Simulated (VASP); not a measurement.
Here is a VASP 6.6.1 calculation.

The input POSCAR:

```
Al
1.0
    4.4916000000      0.0000000000      0.0000000000
   -2.2458000000      3.8898400000      0.0000000000
    0.0000000000      0.0000000000      2.7226000000
Al
2
Direct
    0.3333300000      0.6666700000      0.0000000000
    0.6666700000      0.3333300000      0.0000000000
```

File INCAR.step1:

```
SYSTEM = Al
ALGO = Normal
EDIFF = 1E-5
ENCUT = 600
GGA = PE
ISMEAR = -1
LASPH = .TRUE.
LCHARG = .FALSE.
LREAL = .FALSE.
LWAVE = .TRUE.
NBANDS = 10
NELM = 80
PREC = Accurate
SIGMA = 0.05
```

File INCAR.step2:

```
SYSTEM = Al
AEXX = 0.25
ALGO = Normal
EDIFF = 1E-6
EDIFFG = -0.01
ENCUT = 600
GGA = PE
IBRION = 2
ISIF = 3
ISMEAR = -1
ISTART = 1
LASPH = .TRUE.
LCHARG = .FALSE.
LHFCALC = .TRUE.
LREAL = .FALSE.
LWAVE = .FALSE.
NELM = 80
NSW = 60
PREC = Accurate
PRECFOCK = Normal
SIGMA = 0.05
```

File KPOINTS:

```
k-points
0
G
  4 4 5
  0 0 0
```

Potentials or basis: VASP PAW PBE potentials, release 64 (Al).

Run with:

```sh
$ cat potpaw_PBE.64/Al/POTCAR > POTCAR
$ cp INCAR.step1 INCAR
$ mpirun -np 1 vasp_std > vasp.out
$ cp INCAR.step2 INCAR
$ mpirun -np 1 vasp_std > vasp.out
```

Task: Estimate the relaxed cell.

Result: a = 4.529 Å, b = 4.529 Å, c = 2.779 Å, α = 90.00°, β = 90.00°, γ = 120.00°.

Task: Predict the band gap on the k mesh.

Result: Zero (bands 3 and 4 overlap by 2.70 eV).

Task: What does it give for the space group after relaxing (to 0.1 Å)?

Result: P6/mmm (No. 191).

The path:
| step | energy change (eV) | largest force (eV/Å) | pressure (GPa) | volume (Å³) |
| --- | --- | --- | --- | --- |
| 1 | 0.0000 | 0.0001 | 1.87 | 47.57 |
| 2 | -0.0129 | 0.0000 | -0.07 | 49.51 |
| 3 | -0.0130 | 0.0000 | 0.10 | 49.31 |
| 4 | -0.0130 | 0.0000 | 0.12 | 49.28 |
| 5 | -0.0131 | 0.0000 | 0.00 | 49.41 |
| 6 | -0.0131 | 0.0000 | 0.02 | 49.37 |
| 7 | -0.0131 | 0.0000 | 0.03 | 49.37 |

Caveat: the k points lie up to 0.45 Å⁻¹ apart in the final cell, too coarse for converged energies and pressures of a metal; the PAW data sets were made with another functional, which shifts forces and pressure a little.
